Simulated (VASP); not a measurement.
# Sn (I4_1/amd) in VASP: further runs

Runs on Sn. Level: PBE. Tasks: relaxation of shape and atoms at fixed volume.

Everything below comes from runs of VASP 6.6.1. Logs are shortened: lines on timing, memory, paths and dates and some standing lists are left out, and cuts for length are marked.

## Step 1: The cell of the first run

The structure is tetragonal, space group I4_1/amd (No. 141). The conventional cell has a = 5.825 Å, b = 5.825 Å, c = 3.146 Å, α = 90.00°, β = 90.00°, γ = 90.00°. Within 4.0 Å of Sn (site symmetry -4m2) lie 10 Sn at 3.02 to 3.75 Å.

## Step 2: Relaxation of shape and atoms at fixed volume, PBE (26.69 Å³/atom)

INCAR

```
PREC = Accurate ; ENCUT = 500
EDIFF = 1E-7 ; ISMEAR = 1
SIGMA = 0.2 ; LREAL = False
LASPH = True ; NELM = 120
ALGO = Normal ; ISIF = 4
LWAVE = False ; LCHARG = False
GGA = PE ; IBRION = 2
NSW = 50 ; EDIFFG = -0.01
GGA_COMPAT = False ; NELMIN = 4
```

KPOINTS

```
regular mesh
0
Gamma
  16 16 16
```

POSCAR

```
Sn
1.0
   -2.9127215878      2.9127215878      1.5731799546
    2.9127215878     -2.9127215878      1.5731799546
    2.9127215878      2.9127215878     -1.5731799546
Sn
2
Direct
    0.0000000000      0.0000000000      0.0000000000
    0.7500000000      0.2500000000      0.5000000000
```

Potentials or basis: VASP PAW PBE potentials, release 64 (Sn_d).

Started as:

```sh
$ cat potpaw_PBE.64/Sn_d/POTCAR > POTCAR
$ mpirun -np 1 vasp_std > vasp.out
```

OUTCAR:

```text
PREC = Accurate
   ENCUT = 500
   EDIFF = 1E-7
   ISMEAR = 1
   LREAL = False
   LASPH = True
   NELM = 120
   ISIF = 4
   GGA = PE
   IBRION = 2
   NSW = 50
   EDIFFG = -0.01
   NELMIN = 4

 ion  position               nearest neighbor table
   1  0.000  0.000  0.000-   2 3.02   2 3.02   2 3.02   2 3.02   2 3.75   2 3.75   2 3.75   2 3.75

   2  0.750  0.250  0.500-   1 3.02   1 3.02   1 3.02   1 3.02   1 3.75   1 3.75   1 3.75   1 3.75

  LATTYP: Found a body centered tetragonal cell.
 ALAT       =     5.8254431756
 C/A-ratio  =     0.5401065317

  Lattice vectors:

 A1 = (  -2.9127215878,   2.9127215878,   1.5731799546)
 A2 = (   2.9127215878,  -2.9127215878,   1.5731799546)
 A3 = (   2.9127215878,   2.9127215878,  -1.5731799546)

Analysis of symmetry for initial positions (statically):
=====================================================================
 Subroutine PRICEL returns:
 Original cell was already a primitive cell.

 Routine SETGRP: Setting up the symmetry group for a
 body centered tetragonal supercell.

 Subroutine GETGRP returns: Found 16 space group operations
 (whereof  8 operations were pure point group operations)
 out of a pool of 16 trial point group operations.

The static configuration has the point symmetry D_2d.
 The point group associated with its full space group is D_4h.

Analysis of symmetry for dynamics (positions and initial velocities):
=====================================================================
 Subroutine PRICEL returns:
 Original cell was already a primitive cell.

 Routine SETGRP: Setting up the symmetry group for a
 body centered tetragonal supercell.

 Subroutine GETGRP returns: Found 16 space group operations
 (whereof  8 operations were pure point group operations)
 out of a pool of 16 trial point group operations.

The dynamic configuration has the point symmetry D_2d.
 The point group associated with its full space group is D_4h.

 Subroutine INISYM returns: Found 16 space group operations
 (whereof  8 operations are pure point group operations),
 and found     1 'primitive' translations

----------------------------------------------------------------------------------------
[... 149 lines left out ...]
  -------------------------------------------------------------------------------------
  Total        1.1266081      1.1266081      1.0869796      0.0000000      0.0000000      0.0000000
  in kB       33.8101501     33.8101501     32.6208766      0.0000000      0.0000000      0.0000000
  external PRESSURE =      33.4137256 kB  Pullay stress =       0.0000000 kB

 VOLUME and BASIS-vectors are now :
 -----------------------------------------------------------------------------
  energy-cutoff  :      500.00
  volume of cell :       53.39
      direct lattice vectors                 reciprocal lattice vectors
    -2.912721588  2.912721588  1.573179955     0.000000000  0.171660760  0.317827594
     2.912721588 -2.912721588  1.573179955     0.171660760  0.000000000  0.317827594
     2.912721588  2.912721588 -1.573179955     0.171660760  0.171660760  0.000000000

 POSITION                                       TOTAL-FORCE (eV/Angst)
 -----------------------------------------------------------------------------------
      0.00000      0.00000      0.00000         0.000000     -0.000000     -0.000000
      0.00000      2.91272      0.78659        -0.000000      0.000000      0.000000
 -----------------------------------------------------------------------------------
    total drift:                                0.000000     -0.000000      0.000000

  FREE ENERGIE OF THE ION-ELECTRON SYSTEM (eV)
  ---------------------------------------------------
  free  energy   TOTEN  =        -7.5794744092 eV

  energy  without entropy=       -7.5795284129  energy(sigma->0) =       -7.57949241

--------------------------------------- Ionic step        2  -------------------------------------------

 number of electron      27.9999993 magnetization

 Free energy of the ion-electron system (eV)
  ---------------------------------------------------
  ext. energy  EPLUGINS =         0.00000000
  ---------------------------------------------------
  free energy    TOTEN  =        -7.57949094 eV

  energy without entropy =       -7.57949692  energy(sigma->0) =       -7.57949294

 E-fermi :   8.1931     XC(G=0): -10.3831

 val. band max:        8.1817136991   @ k =  -0.4375   0.1875   0.0000
 cond. band min:       8.1940234817   @ k =  -0.2500   0.1250   0.0000
 fundamental gap:      0.0123097826
 Fermi energy:         8.1931099877

 k-point     1 :       0.0000    0.0000    0.0000
  band No.  band energies     occupation
      1     -13.4985      2.00000
      2     -13.4213      2.00000
      3     -13.3688      2.00000
      4     -13.3654      2.00000
      5     -13.1961      2.00000
      6     -13.1961      2.00000
[... 481 lines left out ...]
      5     -13.1976      2.00000
      6     -13.1944      2.00000
[... 10 lines left out ...]
     17      14.1962      0.00000
     18      15.3501      0.00000

 [... further k-points ...]

------------------------ aborting loop because EDIFF is reached ----------------------------------------

  FORCE on cell =-STRESS in cart. coord.  units (eV):
  Direction    XX          YY          ZZ          XY          YZ          ZX
  --------------------------------------------------------------------------------------
  -------------------------------------------------------------------------------------
  Total        1.1247891      1.1247891      1.1128213      0.0000000     -0.0000000      0.0000000
  in kB       33.7555628     33.7555628     33.3964021      0.0000000     -0.0000000      0.0000000
  external PRESSURE =      33.6358426 kB  Pullay stress =       0.0000000 kB

 VOLUME and BASIS-vectors are now :
 -----------------------------------------------------------------------------
  energy-cutoff  :      500.00
  volume of cell :       53.39
      direct lattice vectors                 reciprocal lattice vectors
    -2.913649966  2.913649966  1.572177588     0.000000000  0.171606063  0.318030230
     2.913649966 -2.913649966  1.572177588     0.171606063  0.000000000  0.318030230
     2.913649966  2.913649966 -1.572177588     0.171606063  0.171606063  0.000000000

 POSITION                                       TOTAL-FORCE (eV/Angst)
 -----------------------------------------------------------------------------------
      2.91365      2.91365      1.57218         0.000000     -0.000000     -0.000000
      0.00000      2.91365      0.78609        -0.000000      0.000000      0.000000
 -----------------------------------------------------------------------------------
    total drift:                                0.000000     -0.000000      0.000000

  FREE ENERGIE OF THE ION-ELECTRON SYSTEM (eV)
  ---------------------------------------------------
  free  energy   TOTEN  =        -7.5794909438 eV

  energy  without entropy=       -7.5794969246  energy(sigma->0) =       -7.57949294

 reached required accuracy - stopping structural energy minimisation
```

CONTCAR:

```text
Sn
   1.00000000000000
    -2.9136499657811927    2.9136499657811927    1.5721775878321487
     2.9136499657811927   -2.9136499657811927    1.5721775878321487
     2.9136499657811927    2.9136499657811927   -1.5721775878321487
  Sn
     2
Direct
     1.0000000000000000    1.0000000000000000    1.0000000000000000
     0.7500000000000000    0.2500000000000000    0.5000000000000000

  0.00000000E+00  0.00000000E+00  0.00000000E+00
  0.00000000E+00  0.00000000E+00  0.00000000E+00
```

It took 7.3 min on 1 thread of Intel Xeon 8259CL, shared host; peak memory 0.38 GiB.

Results:

* Free energy: -7.5795 eV
* Energy gained by relaxing: 0.0 meV/atom
* Ionic steps: 2
* Pressure after relaxing: 3.4 GPa
* Band gap on the k mesh: zero (bands 14 and 15 overlap by 4.36 eV)

Final structure:
```
Sn
1.0
    -2.91365    2.91365    1.57218
     2.91365   -2.91365    1.57218
     2.91365    2.91365   -1.57218
Sn
2
Direct
  0.00000 0.00000 0.00000
  0.75000 0.25000 0.50000
```

Caveat: spin-orbit coupling is left out, which moves the levels of the heavy elements.

## Step 3: Relaxation of shape and atoms at fixed volume, PBE (27.55 Å³/atom)

This run uses another cell than the first one, of 27.55 Å³/atom.

INCAR is that of step 2.

KPOINTS

```
Automatic mesh
0
Gamma
  16 16 16
```

POSCAR

```
Sn
1.0
   -2.9433840683      2.9433840683      1.5897409606
    2.9433840683     -2.9433840683      1.5897409606
    2.9433840683      2.9433840683     -1.5897409606
Sn
2
Direct
    0.0000000000      0.0000000000      0.0000000000
    0.7500000000      0.2500000000      0.5000000000
```

Potentials or basis: VASP PAW PBE potentials, release 64 (Sn_d).

Started as:

```sh
$ cat potpaw_PBE.64/Sn_d/POTCAR > POTCAR
$ mpirun -np 1 vasp_std > vasp.out
```

OUTCAR:

```text
PREC = Accurate
   ENCUT = 500
   EDIFF = 1E-7
   ISMEAR = 1
   LREAL = False
   LASPH = True
   NELM = 120
   ISIF = 4
   GGA = PE
   IBRION = 2
   NSW = 50
   EDIFFG = -0.01
   NELMIN = 4

 ion  position               nearest neighbor table
   1  0.000  0.000  0.000-   2 3.05   2 3.05   2 3.05   2 3.05
   2  0.750  0.250  0.500-   1 3.05   1 3.05   1 3.05   1 3.05

  LATTYP: Found a body centered tetragonal cell.
 ALAT       =     5.8867681366
 C/A-ratio  =     0.5401065317

  Lattice vectors:

 A1 = (  -2.9433840683,   2.9433840683,   1.5897409606)
 A2 = (   2.9433840683,  -2.9433840683,   1.5897409606)
 A3 = (   2.9433840683,   2.9433840683,  -1.5897409606)

Analysis of symmetry for initial positions (statically):
=====================================================================
 Subroutine PRICEL returns:
 Original cell was already a primitive cell.

 Routine SETGRP: Setting up the symmetry group for a
 body centered tetragonal supercell.

 Subroutine GETGRP returns: Found 16 space group operations
 (whereof  8 operations were pure point group operations)
 out of a pool of 16 trial point group operations.

The static configuration has the point symmetry D_2d.
 The point group associated with its full space group is D_4h.

Analysis of symmetry for dynamics (positions and initial velocities):
=====================================================================
 Subroutine PRICEL returns:
 Original cell was already a primitive cell.

 Routine SETGRP: Setting up the symmetry group for a
 body centered tetragonal supercell.

 Subroutine GETGRP returns: Found 16 space group operations
 (whereof  8 operations were pure point group operations)
 out of a pool of 16 trial point group operations.

The dynamic configuration has the point symmetry D_2d.
 The point group associated with its full space group is D_4h.

 Subroutine INISYM returns: Found 16 space group operations
 (whereof  8 operations are pure point group operations),
 and found     1 'primitive' translations

----------------------------------------------------------------------------------------

                                     Primitive cell

  volume of cell :      55.0909

  direct lattice vectors                    reciprocal lattice vectors
    -2.943384068  2.943384068  1.589740961     0.000000000  0.169872497  0.314516649
     2.943384068 -2.943384068  1.589740961     0.169872497  0.000000000  0.314516649
     2.943384068  2.943384068 -1.589740961     0.169872497  0.169872497  0.000000000

  length of vectors
     4.455815960  4.455815960  4.455815960     0.357459631  0.357459631  0.240235989

  position of ions in fractional coordinates (direct lattice)
     0.000000000  0.000000000  0.000000000
     0.750000000  0.250000000  0.500000000

  ion indices of the primitive-cell ions
   primitive index   ion index
                 1           1
                 2           2

----------------------------------------------------------------------------------------

 KPOINTS: Automatic mesh

Automatic generation of k-mesh.
 Grid dimensions read from file:
 generate k-points for:   16   16   16

 Generating k-lattice:

  Cartesian coordinates                     Fractional coordinates (reciprocal lattice)
     0.000000000  0.010617031  0.019657291     0.062500000  0.000000000  0.000000000
     0.010617031  0.000000000  0.019657291     0.000000000  0.062500000  0.000000000
     0.010617031  0.010617031  0.000000000     0.000000000  0.000000000  0.062500000

  Length of vectors
     0.022341227  0.022341227  0.015014749

  Shift w.r.t. Gamma in fractional coordinates (k-lattice)
     0.000000000  0.000000000  0.000000000

 Subroutine IBZKPT returns following result:
 ===========================================

 Found    349 irreducible k-points:

 Following reciprocal coordinates:
            Coordinates               Weight
  0.000000  0.000000  0.000000      1.000000
  0.062500  0.000000  0.000000      8.000000
  0.125000  0.000000  0.000000      8.000000
  0.187500 -0.000000  0.000000      8.000000
  0.250000  0.000000  0.000000      8.000000
  0.312500  0.000000  0.000000      8.000000
[... 16 lines left out ...]
 -0.125000  0.062500  0.000000     16.000000
 -0.062500  0.062500  0.000000      4.000000
 [... further k-points ...]
   k-points           NKPTS =    349   k-points in BZ     NKDIM =    349   number of bands    NBANDS=     18
   number of dos      NEDOS =    301   number of ions     NIONS =      2
   total plane-waves  NPLWV =  32768
   dimension x,y,z NGX =    32 NGY =   32 NGZ =   32
   dimension x,y,z NGXF=    64 NGYF=   64 NGZF=   64
   ions per type =               2
   NGX,Y,Z   is equivalent  to a cutoff of  11.94, 11.94, 11.94 a.u.
   NGXF,Y,Z  is equivalent  to a cutoff of  23.88, 23.88, 23.88 a.u.
 SYSTEM =  unknown system
   PREC   = accura    normal or accurate (medium, high low for compatibility)
   ISTART =      0    job   : 0-new  1-cont  2-samecut
   ICHARG =      2    charge: 1-file 2-atom 10-const
   ISPIN  =      1    spin polarized calculation?
   LNONCOLLINEAR =      F non collinear calculations
   LSORBIT =      F    spin-orbit coupling
   LASPH  =      T    aspherical Exc in radial PAW
   ENCUT  =  500.0 eV  36.75 Ry    6.06 a.u.   8.12  8.12  8.12*2*pi/ulx,y,z
   NELM   =    120;   NELMIN=  4; NELMDL= -5     # of ELM steps
   EDIFF  = 0.1E-06   stopping-criterion for ELM
   LREAL  =      F    real-space projection
   EDIFFG = -.1E-01   stopping-criterion for IOM
   NSW    =     50    number of steps for IOM
   IBRION =      2    ionic relax: 0-MD 1-quasi-New 2-CG
   NFREE  =      1    steps in history (QN), initial steepest desc. (CG)
   ISIF   =      4    stress and relaxation
   ISYM   =      2    0-nonsym 1-usesym 2-fastsym
   POTIM  = 0.5000    time-step for ionic-motion
   TEBEG  =    0.0;   TEEND  =   0.0 temperature during run
   PSTRESS=    0.0 pullay stress
   NELECT =      28.0000    total number of electrons
   NUPDOWN=      -1.0000    fix difference up-down
   EMIN   =  10.00;   EMAX   =-10.00  energy-range for DOS
   EFERMI =   0.00;   METHOD = LEGACY
   ISMEAR =     1;   SIGMA  =   0.20  broadening in eV -4-tet -1-fermi 0-gaus
   EFERMI_NEDOS =   21; number of points for ismear=-14 and -15
   IALGO  =     38    algorithm
   IMIX   =      4    mixing-type and parameters
     AMIX     =   0.40;   BMIX     =  1.00
     AMIX_MAG =   1.60;   BMIX_MAG =  1.00
  volume/ion in A,a.u.               =      27.55       185.89
  Fermi-wavevector in a.u.,A,eV,Ry     =   1.306474  2.468878 23.223434  1.706874
  Thomas-Fermi vector in A             =   2.437274
   LORBIT       =      0    0 simple, 1 ext, 2 COOP (PROOUT), +10 PAW based schemes
   GGA     = PE    functional components
   LHFCALC =     F    Hartree Fock is set to
   AEXX    =    0.0000 exact exchange contribution
   IVDW    =     0    specifies the selected vdW correction
   LEPSILON=     F    determine dielectric tensor
   LRPA    =     F    only Hartree local field effects (RPA)
 conjugate gradient relaxation of ions
 non-spin polarized calculation
 Methfessel and Paxton  Order N= 1 SIGMA  =   0.20
  energy-cutoff  :      500.00
  volume of cell :       55.09
 maximum number of plane-waves:      1418
   NGX = 17   NGY = 17   NGZ = 17

 number of electron      27.9999979 magnetization

 Free energy of the ion-electron system (eV)
  ---------------------------------------------------
  ext. energy  EPLUGINS =         0.00000000
  ---------------------------------------------------
  free energy    TOTEN  =        -7.60568393 eV

  energy without entropy =       -7.60575442  energy(sigma->0) =       -7.60570743

 E-fermi :   7.8015     XC(G=0): -10.2351

 val. band max:        7.7977074219   @ k =  -0.4375   0.1875   0.0000
 cond. band min:       7.8168507238   @ k =   0.1250   0.1250   0.0625
 fundamental gap:      0.0191433019
 Fermi energy:         7.8014819600

 k-point     1 :       0.0000    0.0000    0.0000
  band No.  band energies     occupation
      1     -13.8414      2.00000
      2     -13.7716      2.00000
      3     -13.7212      2.00000
      4     -13.7191      2.00000
      5     -13.5673      2.00000
      6     -13.5673      2.00000
[... 10 lines left out ...]
     17      13.8742      0.00000
     18      14.6717      0.00000
[... 466 lines left out ...]
      2     -13.7720      2.00000
      3     -13.7210      2.00000
      4     -13.7186      2.00000
      5     -13.5687      2.00000
      6     -13.5657      2.00000
[... 10 lines left out ...]
     17      13.6652      0.00000
     18      14.7244      0.00000

 [... further k-points ...]

------------------------ aborting loop because EDIFF is reached ----------------------------------------

  FORCE on cell =-STRESS in cart. coord.  units (eV):
  Direction    XX          YY          ZZ          XY          YZ          ZX
  --------------------------------------------------------------------------------------
  -------------------------------------------------------------------------------------
  Total        0.5190341      0.5190341      0.4982401      0.0000000      0.0000000      0.0000000
  in kB       15.0947615     15.0947615     14.4900208      0.0000000      0.0000000      0.0000000
  external PRESSURE =      14.8931813 kB  Pullay stress =       0.0000000 kB

 VOLUME and BASIS-vectors are now :
 -----------------------------------------------------------------------------
  energy-cutoff  :      500.00
  volume of cell :       55.09
      direct lattice vectors                 reciprocal lattice vectors
    -2.943384068  2.943384068  1.589740961     0.000000000  0.169872497  0.314516649
     2.943384068 -2.943384068  1.589740961     0.169872497  0.000000000  0.314516649
     2.943384068  2.943384068 -1.589740961     0.169872497  0.169872497  0.000000000

 POSITION                                       TOTAL-FORCE (eV/Angst)
 -----------------------------------------------------------------------------------
      0.00000      0.00000      0.00000        -0.000000      0.000000     -0.000000
      0.00000      2.94338      0.79487         0.000000     -0.000000      0.000000
 -----------------------------------------------------------------------------------
    total drift:                                0.000000     -0.000000      0.000000

  FREE ENERGIE OF THE ION-ELECTRON SYSTEM (eV)
  ---------------------------------------------------
  free  energy   TOTEN  =        -7.6056839339 eV

  energy  without entropy=       -7.6057544231  energy(sigma->0) =       -7.60570743

 reached required accuracy - stopping structural energy minimisation
```

Run time: 4.7 min. Hardware: 1 thread of Intel Xeon 8259CL, shared host; peak memory 0.38 GiB.

What came out:

```
Free energy             : -7.6057 eV
Pressure after relaxing : 1.5 GPa
Band gap on the k mesh  : zero (bands 14 and 15 overlap by 4.18 eV)
```

Final structure:
```
CELL_PARAMETERS angstrom
-2.94338 2.94338 1.58974
2.94338 -2.94338 1.58974
2.94338 2.94338 -1.58974
ATOMIC_POSITIONS crystal
Sn 0.00000 0.00000 0.00000
Sn 0.75000 0.25000 0.50000
```

Levels at points of the mesh, in eV from the Fermi level:
```tsv
k point	band 10	band 11	band 12	band 13	band 14	band 15	band 16	band 17	band 18
(0.00, 0.00, 0.00)	-21.18	-11.03	-3.77	-1.98	-1.98	2.96	6.07	6.07	6.87
(0.50, 0.00, 0.00)	-21.23	-6.84	-5.33	-2.34	-1.71	-1.09	2.27	2.80	4.59
(0.50, 0.50, 0.00)	-21.29	-8.84	-8.84	0.55	0.55	1.48	1.48	6.08	6.08
(0.50, 0.50, 0.50)	-21.36	-7.56	-7.56	-4.74	-4.74	5.14	5.14	9.13	9.13
```

Caveat: the relaxation stopped at its first step, so nothing moved; spin-orbit coupling is left out, which moves the levels of the heavy elements.
